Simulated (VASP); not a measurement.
# Zr (Fddd) in VASP: single point with PBE

Aim: the single point of Zr with PBE.

Program: VASP 6.6.1. These are calculated values, not measurements. Logs are shortened: lines on timing, memory, paths and dates and some standing lists are left out, and cuts for length are marked.

## 1. The cell of the first run

It takes space group Fddd (No. 70, orthorhombic). The conventional cell has a = 3.175 Å, b = 5.535 Å, c = 10.473 Å, α = 90.00°, β = 90.00°, γ = 90.00°. Zr (site symmetry 222) has 14 Zr at 3.07 to 3.80 Å within 4.0 Å.

## 2. Single point, PBE

The input, INCAR:

```
SYSTEM = Zr
PREC     = Accurate       ! precision mode
ENCUT    = 520            ! plane-wave cutoff, eV
EDIFF    = 1E-6           ! SCF threshold, eV
ISMEAR   = 0              ! smearing method
SIGMA    = 0.1            ! smearing width, eV
LREAL    = .False.        ! projectors in reciprocal space
LASPH    = .True.         ! aspherical terms in the spheres
NELM     = 100            ! most SCF steps
ALGO     = Normal         ! electronic algorithm
ISIF     = 2              ! what is computed and relaxed
LWAVE    = .False.        ! write WAVECAR
LCHARG   = .False.        ! write CHGCAR
GGA      = PE             ! functional
NBANDS   = 19             ! bands
```

The input, KPOINTS:

```
Automatic mesh
0
Gamma
  20 20 20
  0 0 0
```

The input, POSCAR:

```
Zr
1.0
    0.0000000000      2.7673442144      5.2362621031
    1.5874539530      0.0000000000      5.2362621031
    1.5874539530      2.7673442144      0.0000000000
Zr
2
Direct
    0.7500000000      0.7500000000      0.7500000000
    0.5000000000      0.5000000000      0.5000000000
```

Potentials or basis: VASP PAW PBE potentials, release 64 (Zr_sv).

Run with:

```
cat potpaw_PBE.64/Zr_sv/POTCAR > POTCAR
mpirun -np 1 vasp_std > vasp.out
```

OUTCAR:

```text
SYSTEM = Zr
   PREC = Accurate
   ENCUT = 520
   EDIFF = 1E-6
   ISMEAR = 0
   LREAL = .False.
   LASPH = .True.
   NELM = 100
   ISIF = 2
   GGA = PE

 ion  position               nearest neighbor table
   1  0.750  0.750  0.750-   2 3.07   2 3.07   2 3.07   2 3.07   2 3.80   2 3.80   2 3.80   2 3.80

   2  0.500  0.500  0.500-   1 3.07   1 3.07   1 3.07   1 3.07   1 3.80   1 3.80   1 3.80   1 3.80

  LATTYP: Found a face centered orthorhombic cell.
 ALAT       =     3.1749079060
 B/A-ratio  =     1.7432595189
 C/A-ratio  =     3.2985284979

  Lattice vectors:

 A1 = (   0.0000000000,   2.7673442144,   5.2362621031)
 A2 = (   1.5874539530,   0.0000000000,   5.2362621031)
 A3 = (   1.5874539530,   2.7673442144,   0.0000000000)

Analysis of symmetry for initial positions (statically):
=====================================================================
 Subroutine PRICEL returns:
 Original cell was already a primitive cell.

 Routine SETGRP: Setting up the symmetry group for a
 face centered orthorhombic supercell.

 Subroutine GETGRP returns: Found  8 space group operations
 (whereof  4 operations were pure point group operations)
 out of a pool of  8 trial point group operations.

The static configuration has the point symmetry D_2 .
 The point group associated with its full space group is D_2h.

Analysis of symmetry for dynamics (positions and initial velocities):
=====================================================================
 Subroutine PRICEL returns:
 Original cell was already a primitive cell.

 Routine SETGRP: Setting up the symmetry group for a
 face centered orthorhombic supercell.

 Subroutine GETGRP returns: Found  8 space group operations
 (whereof  4 operations were pure point group operations)
 out of a pool of  8 trial point group operations.

The dynamic configuration has the point symmetry D_2 .
 The point group associated with its full space group is D_2h.

 Subroutine INISYM returns: Found  8 space group operations
 (whereof  4 operations are pure point group operations),
 and found     1 'primitive' translations

----------------------------------------------------------------------------------------

                                     Primitive cell

  volume of cell :      46.0061

  direct lattice vectors                    reciprocal lattice vectors
     0.000000000  2.767344214  5.236262103    -0.314969766  0.180678644  0.095487963
     1.587453953  0.000000000  5.236262103     0.314969766 -0.180678644  0.095487963
     1.587453953  2.767344214  0.000000000     0.314969766  0.180678644 -0.095487963

  length of vectors
     5.922553065  5.471604049  3.190329772     0.375457956  0.375457956  0.375457956

  position of ions in fractional coordinates (direct lattice)
     0.750000000  0.750000000  0.750000000
     0.500000000  0.500000000  0.500000000

  ion indices of the primitive-cell ions
   primitive index   ion index
                 1           1
                 2           2

----------------------------------------------------------------------------------------

 KPOINTS: Automatic mesh

Automatic generation of k-mesh.
 Grid dimensions read from file:
 generate k-points for:   20   20   20

 Generating k-lattice:

  Cartesian coordinates                     Fractional coordinates (reciprocal lattice)
    -0.015748488  0.009033932  0.004774398     0.050000000  0.000000000  0.000000000
     0.015748488 -0.009033932  0.004774398     0.000000000  0.050000000  0.000000000
     0.015748488  0.009033932 -0.004774398     0.000000000  0.000000000  0.050000000

  Length of vectors
     0.018772898  0.018772898  0.018772898

  Shift w.r.t. Gamma in fractional coordinates (k-lattice)
     0.000000000  0.000000000  0.000000000

 Subroutine IBZKPT returns following result:
 ===========================================

 Found   1166 irreducible k-points:

 Following reciprocal coordinates:
            Coordinates               Weight
  0.000000  0.000000  0.000000      1.000000
  0.050000 -0.000000 -0.000000      8.000000
  0.100000  0.000000  0.000000      8.000000
  0.150000 -0.000000  0.000000      8.000000
  0.200000  0.000000  0.000000      8.000000
  0.250000  0.000000  0.000000      8.000000
[... 16 lines left out ...]
 -0.400000  0.050000 -0.000000      8.000000
 -0.350000  0.050000  0.000000      8.000000
 [... further k-points ...]
   k-points           NKPTS =   1166   k-points in BZ     NKDIM =   1166   number of bands    NBANDS=     19
   number of dos      NEDOS =    301   number of ions     NIONS =      2
   total plane-waves  NPLWV =  48384
   dimension x,y,z NGX =    48 NGY =   42 NGZ =   24
   dimension x,y,z NGXF=    96 NGYF=   84 NGZF=   48
   ions per type =               2
   NGX,Y,Z   is equivalent  to a cutoff of  13.47, 12.76, 12.51 a.u.
   NGXF,Y,Z  is equivalent  to a cutoff of  26.95, 25.52, 25.01 a.u.
 SYSTEM =  Zr
   PREC   = accura    normal or accurate (medium, high low for compatibility)
   ISTART =      0    job   : 0-new  1-cont  2-samecut
   ICHARG =      2    charge: 1-file 2-atom 10-const
   ISPIN  =      1    spin polarized calculation?
   LNONCOLLINEAR =      F non collinear calculations
   LSORBIT =      F    spin-orbit coupling
   LASPH  =      T    aspherical Exc in radial PAW
   ENCUT  =  520.0 eV  38.22 Ry    6.18 a.u.  11.01 10.17  5.93*2*pi/ulx,y,z
   NELM   =    100;   NELMIN=  2; NELMDL= -5     # of ELM steps
   EDIFF  = 0.1E-05   stopping-criterion for ELM
   LREAL  =      F    real-space projection
   EDIFFG = 0.1E-04   stopping-criterion for IOM
   NSW    =      0    number of steps for IOM
   IBRION =     -1    ionic relax: 0-MD 1-quasi-New 2-CG
   NFREE  =      0    steps in history (QN), initial steepest desc. (CG)
   ISIF   =      2    stress and relaxation
   ISYM   =      2    0-nonsym 1-usesym 2-fastsym
   POTIM  = 0.5000    time-step for ionic-motion
   TEBEG  =    0.0;   TEEND  =   0.0 temperature during run
   PSTRESS=    0.0 pullay stress
   NELECT =      24.0000    total number of electrons
   NUPDOWN=      -1.0000    fix difference up-down
   EMIN   =  10.00;   EMAX   =-10.00  energy-range for DOS
   EFERMI =   0.00;   METHOD = LEGACY
   ISMEAR =     0;   SIGMA  =   0.10  broadening in eV -4-tet -1-fermi 0-gaus
   EFERMI_NEDOS =   21; number of points for ismear=-14 and -15
   IALGO  =     38    algorithm
   IMIX   =      4    mixing-type and parameters
     AMIX     =   0.40;   BMIX     =  1.00
     AMIX_MAG =   1.60;   BMIX_MAG =  1.00
  volume/ion in A,a.u.               =      23.00       155.23
  Fermi-wavevector in a.u.,A,eV,Ry     =   1.317872  2.490418 23.630429  1.736788
  Thomas-Fermi vector in A             =   2.447883
   LORBIT       =      0    0 simple, 1 ext, 2 COOP (PROOUT), +10 PAW based schemes
   GGA     = PE    functional components
   LHFCALC =     F    Hartree Fock is set to
   AEXX    =    0.0000 exact exchange contribution
   IVDW    =     0    specifies the selected vdW correction
   LEPSILON=     F    determine dielectric tensor
   LRPA    =     F    only Hartree local field effects (RPA)
 non-spin polarized calculation
 Gauss-broadening in eV      SIGMA  =   0.10
  energy-cutoff  :      520.00
  volume of cell :       46.01
 maximum number of plane-waves:      1264
 NGX is ok and might be reduce to    48
   NGX = 21   NGY = 21   NGZ = 11

 number of electron      24.0000000 magnetization

 Free energy of the ion-electron system (eV)
  ---------------------------------------------------
  ext. energy  EPLUGINS =         0.00000000
  ---------------------------------------------------
  free energy    TOTEN  =       -16.88684796 eV

  energy without entropy =      -16.86983304  energy(sigma->0) =      -16.87834050

 E-fermi :   8.9074     XC(G=0): -11.1257

 val. band max:        8.9072748450   @ k =   0.1500  -0.2500   0.1000
 cond. band min:       8.9078715180   @ k =  -0.3500   0.3000   0.2000
 fundamental gap:      0.0005966730
 Fermi energy:         8.9074238472

 k-point     1 :       0.0000    0.0000    0.0000
  band No.  band energies     occupation
      1     -39.6541      2.00000
      2     -39.4875      2.00000
      3     -18.2066      2.00000
      4     -17.3281      2.00000
      5     -17.1895      2.00000
      6     -17.1818      2.00000
[... 11 lines left out ...]
     18      12.5173      0.00000
     19      12.5747      0.00000

 k-point     2 :       0.0500   -0.0000   -0.0000
  band No.  band energies     occupation
      1     -39.6508      2.00000
      2     -39.4859      2.00000
      3     -18.1984      2.00000
      4     -17.3373      2.00000
      5     -17.2063      2.00000
      6     -17.2000      2.00000
[... 11 lines left out ...]
     18      12.5017      0.00000
     19      12.7908      0.00000

 k-point     3 :       0.1000    0.0000    0.0000
  band No.  band energies     occupation
      1     -39.6411      2.00000
      2     -39.4814      2.00000
      3     -18.1746      2.00000
      4     -17.3681      2.00000
      5     -17.2595      2.00000
      6     -17.2474      2.00000
[... 11 lines left out ...]
     18      12.4293      0.00000
     19      13.2223      0.00000

 k-point     4 :       0.1500   -0.0000    0.0000
  band No.  band energies     occupation
      1     -39.6258      2.00000
      2     -39.4744      2.00000
      3     -18.1376      2.00000
      4     -17.4310      2.00000
      5     -17.3484      2.00000
      6     -17.2982      2.00000
[... 11 lines left out ...]
     18      12.2751      0.00000
     19      13.5339      0.00000

 k-point     5 :       0.2000    0.0000    0.0000
  band No.  band energies     occupation
      1     -39.6063      2.00000
      2     -39.4659      2.00000
      3     -18.0915      2.00000
      4     -17.5319      2.00000
      5     -17.4510      2.00000
      6     -17.3428      2.00000
[... 11 lines left out ...]
     18      12.0695      0.00000
     19      13.6252      0.00000
[... 334 lines left out ...]
      2     -39.4358      2.00000
      3     -18.0666      2.00000
      4     -18.0129      2.00000
      5     -17.6660      2.00000
      6     -17.4583      2.00000
[... 11 lines left out ...]
     18      14.1116      0.00000
     19      14.5118      0.00000

 k-point    22 :      -0.4500    0.0500   -0.0000
  band No.  band energies     occupation
      1     -39.5060      2.00000
      2     -39.4329      2.00000
      3     -18.0884      2.00000
      4     -18.0184      2.00000
      5     -17.6733      2.00000
      6     -17.4665      2.00000
[... 11 lines left out ...]
     18      14.3387      0.00000
     19      14.6915      0.00000

 k-point    23 :      -0.4000    0.0500   -0.0000
  band No.  band energies     occupation
      1     -39.5121      2.00000
      2     -39.4319      2.00000
      3     -18.0753      2.00000
      4     -17.9994      2.00000
      5     -17.6925      2.00000
      6     -17.4695      2.00000
[... 11 lines left out ...]
     18      14.1317      0.00000
     19      14.5058      0.00000

 k-point    24 :      -0.3500    0.0500    0.0000
  band No.  band energies     occupation
      1     -39.5252      2.00000
      2     -39.4333      2.00000
      3     -18.0398      2.00000
      4     -17.9523      2.00000
      5     -17.7128      2.00000
      6     -17.4617      2.00000
[... 11 lines left out ...]
     18      13.6755      0.00000
     19      14.1150      0.00000

 [... further k-points ...]
[... 5 lines left out ...]
  --------------------------------------------------------------------------------------
  -------------------------------------------------------------------------------------
  Total        0.0045832      0.0090837      0.0118646      0.0000000      0.0000000      0.0000000
  in kB        0.1596108      0.3163437      0.4131900      0.0000000      0.0000000      0.0000000
  external PRESSURE =       0.2963815 kB  Pullay stress =       0.0000000 kB

 VOLUME and BASIS-vectors are now :
 -----------------------------------------------------------------------------
  energy-cutoff  :      520.00
  volume of cell :       46.01
      direct lattice vectors                 reciprocal lattice vectors
     0.000000000  2.767344214  5.236262103    -0.314969766  0.180678644  0.095487963
     1.587453953  0.000000000  5.236262103     0.314969766 -0.180678644  0.095487963
     1.587453953  2.767344214  0.000000000     0.314969766  0.180678644 -0.095487963

 POSITION                                       TOTAL-FORCE (eV/Angst)
 -----------------------------------------------------------------------------------
      2.38118      4.15102      7.85439        -0.000000     -0.000000     -0.000000
      1.58745      2.76734      5.23626         0.000000      0.000000      0.000000
 -----------------------------------------------------------------------------------
    total drift:                               -0.000000     -0.000000     -0.000000

  FREE ENERGIE OF THE ION-ELECTRON SYSTEM (eV)
  ---------------------------------------------------
  free  energy   TOTEN  =       -16.8868479607 eV

  energy  without entropy=      -16.8698330368  energy(sigma->0) =      -16.87834050
```

Wall time 26 min (1 thread of AMD EPYC 7R13 (Zen 3), shared host); peak memory 0.83 GiB.

Results:

| Property | Result |
| --- | --- |
| Free energy | -16.8868 eV |
| Pressure | 0.0 GPa |
| Band gap on the k mesh | zero (band 12 reaches 9.93 eV, above the bottom of band 13 at 8.40 eV) |
